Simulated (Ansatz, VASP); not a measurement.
One calculation of BeS, two programs

File POSCAR:

```
BeS
1.0
    0.0000000000      2.4250000000      2.4250000000
    2.4250000000      0.0000000000      2.4250000000
    2.4250000000      2.4250000000      0.0000000000
Be S
1 1
Direct
    0.0000000000      0.0000000000      0.0000000000
    0.7500000000      0.7500000000      0.7500000000
```

INCAR.step1

```
SYSTEM = BeS
PREC = Accurate ; ENCUT = 600
ISMEAR = -1 ; SIGMA = 0.1
LREAL = .FALSE. ; LASPH = .TRUE.
NELM = 100 ; GGA = PE
ALGO = Normal ; EDIFF = 1E-4
LWAVE = .TRUE. ; LCHARG = .FALSE.
```

INCAR.step2

```
SYSTEM = BeS
PREC = Accurate ; ENCUT = 600
EDIFF = 1E-6 ; ISMEAR = -1
SIGMA = 0.1 ; LREAL = .FALSE.
LASPH = .TRUE. ; NELM = 100
ALGO = Normal ; ISIF = 3
LWAVE = .FALSE. ; LCHARG = .FALSE.
METAGGA = R2SCAN ; LMIXTAU = .TRUE.
IBRION = 2 ; NSW = 100
EDIFFG = -0.002 ; ISTART = 1
```

KPOINTS

```
regular mesh
0
G
  18 18 18
  0 0 0
```

Input for Ansatz:

```yaml
crystal:
  lattice:
    - [0.0, 2.425, 2.425]
    - [2.425, 0.0, 2.425]
    - [2.425, 2.425, 0.0]
  atoms:
    - { symbol: Be, position: [0.0, 0.0, 0.0] }
    - { symbol: S, position: [0.75, 0.75, 0.75] }
kpoints:
  mp_grid: { grid: [18, 18, 18] }
scf:
  occupations: { method: fermi_dirac, width: 0.1 }
hamiltonian:
  xc: r2scan
  pseudopotentials: { kind: paw }
relax:
  f_tol: 0.002
  max_steps: 80
  cell: {}
output:
  forces: true
  stress: true
  write_density: true
  write_potential: true
  elf: true
  volumetric_format: npy
```

Alike in both runs: task relaxation of cell and atoms; functional r2SCAN; k mesh 18 × 18 × 18; occupations fermi-dirac, width 0.1 eV; no spin polarisation.

```csv
,VASP,Ansatz
version,VASP 6.6.1,Ansatz 0.2.0
potentials or method,"VASP PAW PBE potentials, release 64 (Be, S)","PAW with Ansatz's default frozen-core files, scalar-relativistic"
plane-wave cutoff (eV),600,500
valence electrons in the cell,8,8
```

|  | VASP | Ansatz | Ansatz less VASP |
| --- | --- | --- | --- |
| relaxed volume (Å³/atom) | 14.47 | 14.42 | -0.044 |
| relaxed length of the cell vector where the two differ most in proportion (Å) | 3.446 | 3.443 | -0.0035 |

VASP's potentials were made for PBE, not for r2SCAN.
